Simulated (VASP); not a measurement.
A run of VASP 6.6.1 is set up as follows.

INCAR

```
SYSTEM = Si2W
PREC = Accurate ; ENCUT = 520
EDIFF = 1E-7 ; ISMEAR = 0
SIGMA = 0.1 ; LREAL = .FALSE.
LASPH = .TRUE. ; NELM = 80
ALGO = Normal ; ISIF = 2
LWAVE = .FALSE. ; LCHARG = .TRUE.
GGA = PE ; LELF = .TRUE.
LVHAR = .TRUE. ; NBANDS = 18
ISYM = 0
```

File KPOINTS:

```
Automatic mesh
0
G
  9 9 15
  0 0 0
```

POSCAR

```
Si2W
1.0
    4.5665464730      0.0000000000      0.0000000000
   -2.2832732365      3.9336866682      0.0000000000
    2.2832732365      0.0000000000      2.2832732365
Si W
2 1
Direct
    0.6654325919      0.3308651837      0.0000000000
    0.3345674081      0.6691348163      0.0000000000
    0.0000000000      0.0000000000      0.0000000000
```

Potentials or basis: VASP PAW PBE potentials, release 64 (Si, W_sv).

The run is started by

```sh
$ cat potpaw_PBE.64/Si/POTCAR potpaw_PBE.64/W_sv/POTCAR > POTCAR
$ mpirun -np 1 vasp_std > vasp.out
```

**Question.** Estimate the band gap on the k mesh.

**Answer.** Zero (bands 11 and 12 overlap by 1.24 eV).

**Question.** What does it give for the pressure?

**Answer.** 0.1 GPa.

**Question.** What does it give for the largest force?

**Answer.** 0.012 eV/Å.

Stress tensor (GPa, compression positive):
```
0.05 0.00 0.03
0.00 0.07 0.00
0.03 0.00 0.18
```

Caveat: spin-orbit coupling is left out, which moves the levels of the heavy elements.
